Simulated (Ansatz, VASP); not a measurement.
# One calculation of GaGe3, two programs

File INCAR:

```
PREC = Accurate
ENCUT = 520
EDIFF = 1E-6
ISMEAR = -1
SIGMA = 0.05
LREAL = F
LASPH = T
NELM = 80
ALGO = Normal
ISIF = 2
LWAVE = F
LCHARG = F
GGA = CA
NBANDS = 36
```

KPOINTS

```
Automatic mesh
0
Gamma
  7 7 7
```

POSCAR

```
GaGe3
1.0
    0.0000000000      3.3180217411      3.3180217411
    3.3180217411      0.0000000000      3.3180217411
    3.3180217411      3.3180217411      0.0000000000
Ge Ga
3 1
Direct
    0.5000000000      0.5000000000      0.5000000000
    0.7500000000      0.7500000000      0.7500000000
    0.2500000000      0.2500000000      0.2500000000
    0.0000000000      0.0000000000      0.0000000000
```

The input input.yaml:

```yaml
crystal:
  lattice:
    - [0.0, 3.3180217411, 3.3180217411]
    - [3.3180217411, 0.0, 3.3180217411]
    - [3.3180217411, 3.3180217411, 0.0]
  atoms:
    - { symbol: Ge, position: [0.5, 0.5, 0.5] }
    - { symbol: Ge, position: [0.75, 0.75, 0.75] }
    - { symbol: Ge, position: [0.25, 0.25, 0.25] }
    - { symbol: Ga, position: [0.0, 0.0, 0.0] }
kpoints:
  mp_grid: { grid: [7, 7, 7] }
scf:
  occupations: { method: fermi_dirac, width: 0.05 }
hamiltonian:
  xc: lda
  pseudopotentials: { kind: all_electron, lapw: { basis_error: 0.002 } }
output:
  forces: true
  stress: true
  eigenvalues: true
```

Change from the starting cell: volume scaled by 0.94.

Alike in both runs: task single point; functional LDA; k mesh 7 × 7 × 7; occupations fermi-dirac, width 0.05 eV; no spin polarisation.

|  | VASP | Ansatz |
| --- | --- | --- |
| version | VASP 6.6.1 | Ansatz 0.2.0 |
| potentials or method | VASP PAW LDA potentials, release 64 (Ge_d, Ga_d), cutoff 520 eV | all-electron LAPW, scalar-relativistic |

Ansatz gave:

* gap on the k mesh at the Fermi level (eV): none
* pressure (GPa): -1.7

Q: What did VASP give for the same quantities?

A: gap on the k mesh at the Fermi level (eV): none; pressure (GPa): -1.6.

LDA's correlation is that of Perdew and Zunger in VASP and of Perdew and Wang (1992) in Ansatz. A gap of «none» marks a metal or a gap that the smearing closes. Ansatz ran all-electron here, and VASP with PAW potentials.
